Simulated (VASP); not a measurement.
Write the native input for VASP 6.6.1 that does the following.

| Property | Result |
| --- | --- |
| Task | single point |
| Functional | PBE |
| Potentials or basis | VASP PAW PBE potentials, release 64 (Sr_sv, Ti_sv, O) |
| Cutoff | 520 eV |
| k mesh | 8 × 8 × 8 |
| Occupations | gaussian, width 0.02 eV |
| Spin | no spin polarisation |
| Hubbard terms | Ti d U = 4.0 eV |
| Dipole correction | no |
| Further INCAR settings | ALGO = Normal; EDIFF = 1e-07; NBANDS = 28 |

The structure of SrTiO3 lies in POSCAR:

```
SrTiO3
1.0
    3.9471298193      0.0000000000      0.0000000000
    0.0000000000      3.9471298193      0.0000000000
    0.1776208419      0.0000000000      3.9471298193
Sr Ti O
1 1 3
Direct
    0.0000000000      0.0000000000      0.0000000000
    0.5000000000      0.5000000000      0.5000000000
    0.5000000000      0.0000000000      0.5000000000
    0.5000000000      0.5000000000      0.0000000000
    0.0000000000      0.5000000000      0.5000000000
```

These files were run (other wordings do the same):

INCAR

```
PREC = Accurate
ENCUT = 520
EDIFF = 1E-7
ISMEAR = 0
SIGMA = 0.02
LREAL = F
LASPH = T
NELM = 150
ALGO = Normal
ISIF = 2
LWAVE = F
LCHARG = F
LMAXMIX = 4
LDAU = T
LDAUTYPE = 2
LDAUL = -1 2 -1
LDAUU = 0 4 0
LDAUJ = 0 0 0
LDAUPRINT = 1
GGA = PE
NBANDS = 28
```

KPOINTS

```
regular mesh
0
Gamma
  8 8 8
```

Potentials or basis: VASP PAW PBE potentials, release 64 (Sr_sv, Ti_sv, O).

Run with:

```bash
$ cat potpaw_PBE.64/Sr_sv/POTCAR potpaw_PBE.64/Ti_sv/POTCAR potpaw_PBE.64/O/POTCAR > POTCAR
$ mpirun -np 1 vasp_std > vasp.out
```

Results of the run:

The pressure is 2.8 GPa. The band gap on the k mesh is 2.19 eV (least direct gap 2.51 eV).

It took 8.3 min on 1 thread of Intel Xeon 8259CL, on a shared host, peak memory 0.39 GiB.
